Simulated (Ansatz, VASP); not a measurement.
**One calculation of RbGe6, two programs**

```
Rb Ge
1.0
    -3.52542    3.52542    3.52542
     3.52542   -3.52542    3.52542
     3.52542    3.52542   -3.52542
Rb Ge
1 6
Direct
  0.00000 0.00000 0.00000
  0.50000 0.75000 0.25000
  0.75000 0.25000 0.50000
  0.75000 0.50000 0.25000
  0.50000 0.25000 0.75000
  0.25000 0.75000 0.50000
  0.25000 0.50000 0.75000
```

Alike in both runs: task single point; functional PBE; k mesh 8 × 8 × 8; occupations gaussian, width 0.1 eV; no spin polarisation.

```csv
,VASP,Ansatz
version,VASP 6.6.1,Ansatz 0.2.0
potentials or method,"VASP PAW PBE potentials, release 64 (Rb_sv, Ge_d), cutoff 520 eV","scalar-relativistic, plane waves, PAW"
valence electrons in the cell,93,93
```

|  | VASP | Ansatz | Ansatz less VASP |
| --- | --- | --- | --- |
| gap on the k mesh at the Fermi level (eV) | none | none | - |
| pressure (GPa) | 3.1 | 3.1 | +0.03 |

A gap of «none» marks a metal or a gap that the smearing closes. The functional is the same, so the differences come from potentials, cutoffs and numerics.
